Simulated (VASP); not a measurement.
Set up this calculation in VASP 6.6.1, as the native input.

- Task: single point
- Functional: PBE
- Potentials or basis: VASP PAW PBE potentials, release 64 (S, C)
- Cutoff: 520 eV
- k mesh: 6 × 6 × 3
- Occupations: fermi-dirac, width 0.05 eV
- Spin: no spin polarisation
- Dipole correction: no
- Further INCAR settings: ALGO = Normal; EDIFF = 1e-07; NBANDS = 25

The structure of CS2 lies in POSCAR:

```
CS2
1.0
    3.6457880000     -2.9943140000      0.0000000000
    3.6457880000      2.9943140000      0.0000000000
    0.0000000000      0.0000000000      9.8512570000
S C
4 2
Direct
    0.1734530000      0.8181560000      0.8876620000
    0.3186340000      0.6833800000      0.3863530000
    0.6756330000      0.3154350000      0.6150760000
    0.8284930000      0.1635220000      0.1119200000
    0.4949060000      0.4993010000      0.5041260000
    0.0099390000     -0.0109550000      0.0008830000
```

This cell differs from its parent crystal: atoms moved at random.

One way to write it, as run:

INCAR

```
PREC = Accurate
ENCUT = 520
EDIFF = 1E-7
ISMEAR = -1
SIGMA = 0.05
LREAL = F
LASPH = T
NELM = 100
ALGO = Normal
ISIF = 2
LWAVE = F
LCHARG = T
GGA = PE
LELF = T
LVHAR = T
NBANDS = 25
```

KPOINTS

```
regular mesh
0
Gamma
  6 6 3
```

Potentials or basis: VASP PAW PBE potentials, release 64 (S, C).

Command:

```bash
$ cat potpaw_PBE.64/S/POTCAR potpaw_PBE.64/C/POTCAR > POTCAR
$ mpirun -np 1 vasp_std > vasp.out
```

Results of the run:

The pressure is 1.6 GPa, the largest force is 3.355 eV/Å and the band gap on the k mesh is 3.46 eV, direct.

Caveat: the cell differs from its parent crystal (atoms moved at random); forces of over 1 eV/Å act on the atoms, so gaps and moduli don't describe the material at rest.

Run time: 4.1 min on 1 thread of Intel Xeon 6975P-C (shared host), peak memory 0.45 GiB.
